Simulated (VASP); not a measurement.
Crystal: HfSiO4.

```
Hf Si O
1.0
     5.85313   -0.03635   -0.03519
    -2.95805    5.10068   -0.02396
    -0.05733   -0.07818    9.48765
Hf Si O
2 2 8
Direct
  0.30179 0.69601 0.42091
  0.66842 0.33659 0.94843
  0.33730 0.68533 0.08921
  0.76713 0.37726 0.55729
  0.29845 0.62987 0.23634
  0.69938 0.32453 0.72200
  0.44082 0.92378 0.00636
  0.49094 0.47410 0.50351
  0.99617 0.49339 0.01597
  0.53312 0.00827 0.49880
  0.45504 0.53475 0.01409
  0.01143 0.51611 0.48709
```

```yaml
Program: VASP 6.6.1
Task: relaxation of cell and atoms
Functional: PBE
Potentials_or_basis: VASP PAW PBE potentials, release 64 (Hf_pv, Si, O)
Cutoff: 600 eV
k_mesh: 3 × 3 × 2
Occupations: gaussian, width 0.1 eV
Spin: no spin polarisation
```

At the start: pressure 12.9 GPa; volume 23.52 Å³/atom.

Task: How do energy, volume and symmetry change on relaxing?

Result: Over 41 steps the energy falls by 1017.4 meV/atom and the volume is 23.25 Å³/atom (-1.2 %); space group P1 (No. 1, to 0.1 Å) before and after.

The path:
```tsv
step	energy change (eV)	largest force (eV/Å)	pressure (GPa)	volume (Å³)
1	0.0000	19.1401	12.87	282.20
3	-0.3701	10.0636	-5.33	341.78
5	-7.5986	12.1256	-5.06	304.72
7	-1.9842	23.1532	7.41	296.21
9	-10.8868	6.2449	5.42	267.24
11	-11.7831	2.7980	1.96	273.14
13	-12.0222	0.9508	0.49	276.45
15	-12.1122	0.6307	0.04	278.06
17	-12.1422	0.3772	-0.12	278.71
19	-12.1610	0.3004	0.03	278.50
21	-12.1893	0.2624	0.17	278.33
23	-12.1963	0.1226	-0.03	278.87
25	-12.1990	0.1156	-0.05	278.92
27	-12.2019	0.1455	0.02	278.78
29	-12.2060	0.0550	0.03	278.75
31	-12.2066	0.0616	-0.02	278.89
33	-12.2072	0.0778	-0.06	279.02
35	-12.2078	0.0360	0.00	278.88
37	-12.2080	0.0348	0.02	278.84
39	-12.2081	0.0389	0.01	278.86
41	-12.2084	0.0229	-0.01	278.94
```

Final structure:
```yaml
crystal:
  lattice:
    - [5.82224, -0.00526, 0.00220]
    - [-2.91139, 5.04986, -0.00335]
    - [0.00285, 0.00083, 9.49239]
  atoms:
    - { symbol: Hf, position: [0.34666, 0.67376, 0.43795] }
    - { symbol: Hf, position: [0.65359, 0.32650, 0.93789] }
    - { symbol: Si, position: [0.32020, 0.65998, 0.06252] }
    - { symbol: Si, position: [0.67981, 0.34008, 0.56229] }
    - { symbol: O, position: [0.33880, 0.66381, 0.23418] }
    - { symbol: O, position: [0.67221, 0.32997, 0.73421] }
    - { symbol: O, position: [0.46201, 0.96343, 0.00337] }
    - { symbol: O, position: [0.51488, 0.48065, 0.50607] }
    - { symbol: O, position: [0.00929, 0.50194, 0.01457] }
    - { symbol: O, position: [0.54478, 0.03888, 0.50014] }
    - { symbol: O, position: [0.47058, 0.51046, 0.99783] }
    - { symbol: O, position: [0.98720, 0.51054, 0.50898] }
```
